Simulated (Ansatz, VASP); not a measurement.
# CrSi5O12: VASP beside Ansatz

```
CELL_PARAMETERS angstrom
9.83272 0.00000 0.00000
-2.45818 4.25769 0.00000
0.00000 0.00000 5.40840
ATOMIC_POSITIONS crystal
Cr 0.22742 0.00846 0.67160
Si 0.73218 0.98652 0.66109
Si 0.99514 0.45578 0.33336
Si 0.50222 0.46095 0.32611
Si 0.26880 0.55272 0.01585
Si 0.76865 0.52412 0.99063
O 0.20244 0.32069 0.77618
O 0.70364 0.25788 0.77602
O 0.36617 0.12449 0.43276
O 0.85722 0.12060 0.43467
O 0.43331 0.59122 0.11266
O 0.93263 0.57511 0.10257
O 0.14053 0.41471 0.23882
O 0.64018 0.41126 0.21173
O 0.04622 0.70896 0.55863
O 0.56704 0.70972 0.55346
O 0.29723 0.89440 0.92847
O 0.79838 0.85336 0.87600
```

Alike in both runs: task single point; functional PBEsol; k mesh 4 × 4 × 3; occupations gaussian, width 0.05 eV; collinear spin; Hubbard terms Cr d U = 3.0 eV.

|  | VASP | Ansatz |
| --- | --- | --- |
| version | VASP 6.6.1 | Ansatz 0.2.0 |
| potentials or method | VASP PAW PBE potentials, release 64 (Cr_pv, Si, O), cutoff 520 eV | scalar-relativistic, plane waves, PAW |
| valence electrons in the cell | 104 | 106 |

|  | VASP | Ansatz | Ansatz less VASP |
| --- | --- | --- | --- |
| gap on the k mesh at the Fermi level (eV) | 2.04 | 1.98 | -0.053 |
| least direct gap on the mesh (eV) | 2.21 | 2.16 | -0.059 |
| pressure (GPa) | 2.5 | 1.5 | -1.00 |
| traceless stress, the component that is largest in VASP (GPa) | -0.71 | -0.67 | +0.034 |
| rms of the force components (eV/Å) | 0.050 | 0.005 | -0.0457 |
| net moment per atom (μB) | 0.11 | 0.11 | 0.000 |
| size of the moment on the site where the two differ most (μB) | 1.90 | 1.51 | -0.384 |

VASP's potentials were made for PBE, not for PBEsol. Site moments also hang on the region over which each program counts them. The programs project onto different local orbitals, so the same U acts differently, and such runs can settle in different states. Atom by atom the forces differ by 0.051 eV/Å (rms over components). VASP's potentials hold 104 valence electrons a cell and Ansatz's 106, so a difference there can come from the potentials and not from the codes. Ansatz's warnings: specified occupation not kept.
